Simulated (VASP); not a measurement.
A run of VASP 6.6.1 is set up as follows.

File INCAR:

```
SYSTEM = Se
  ALGO = Normal
  EDIFF = 1E-6
  ENCUT = 520
  GGA = PE
  ISIF = 2
  ISMEAR = 0
  LASPH = .True.
  LCHARG = .True.
  LELF = .True.
  LREAL = .False.
  LVHAR = .True.
  LWAVE = .False.
  NBANDS = 9
  NELM = 80
  PREC = Accurate
  SIGMA = 0.1
```

The input KPOINTS:

```
k-points
0
Gamma
  14 14 14
  0 0 0
```

Contents of POSCAR:

```
Se
1.0
    2.8819232151      0.0000000000      0.0000000000
    0.0000000000      2.8819232151      0.0000000000
    0.0000000000      0.0000000000      2.8819232151
Se
1
Direct
    0.0000000000      0.0000000000      0.0000000000
```

Potentials or basis: VASP PAW PBE potentials, release 64 (Se).

Command:

```console
$ cat potpaw_PBE.64/Se/POTCAR > POTCAR
$ mpirun -np 1 vasp_std > vasp.out
```

Problem. Estimate the pressure.

Solution. -3.4 GPa.

Problem. What does it give for the band gap on the k mesh?

Solution. Zero (band 3 reaches 6.59 eV, above the bottom of band 4 at 0.92 eV).

Caveat: the cell differs from its parent crystal (strained).
